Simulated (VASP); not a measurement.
Runs of VASP 6.6.1 on Hf3Be. The structure is that of space group P6_3/mmc (No. 194), or close to it. The cells are those of the table. 

| task | cell | k mesh | cutoff (eV) | gap on the mesh (eV) | pressure (GPa) | relaxed volume (Å³/atom) | largest force (eV/Å) |
| --- | --- | --- | --- | --- | --- | --- | --- |
| relaxation of cell and atoms | relaxed from a = 6.046, b = 6.046, c = 4.853 Å, angles 90.0, 90.0, 120.0°, 8 atoms | 3 × 3 × 4 | 600 | none | -0.1 | 18.93 | - |
| single point | a = 6.022, b = 6.022, c = 4.836 Å, angles 90.0, 90.0, 120.0°, 8 atoms | 3 × 3 × 4 | 520 | none | -0.4 | - | 0.02 |
| single point | a = 6.002, b = 6.002, c = 4.874 Å, angles 90.0, 90.0, 120.0°, 8 atoms | 6 × 6 × 8 | 520 | none | -0.4 | - | 0.01 |
| relaxation of cell and atoms | relaxed from a = 6.022, b = 6.022, c = 4.836 Å, angles 90.0, 90.0, 120.0°, 8 atoms | 6 × 6 × 8 | 600 | none | 0.0 | (a) | 0.01 |
| single point | a = 6.046, b = 6.046, c = 4.853 Å, angles 90.0, 90.0, 120.0°, 8 atoms | 3 × 3 × 4 | 520 | none | (b) | - | 0.98 |

Alike in all rows: level PBE; potentials or basis VASP PAW PBE potentials, release 64 (Hf_pv, Be); no spin polarisation; smearing gaussian 0.1 eV.

Question: Estimate the missing entries.

Answer: (a) 18.95; (b) -0.5.

Caveats: some runs use coarse meshes; spin-orbit coupling is left out, which moves the levels of the heavy elements.

A k mesh can miss the band edges, and the runs leave out spin-orbit coupling on Hf.

A gap of «none» marks levels without a gap at the run's occupations.
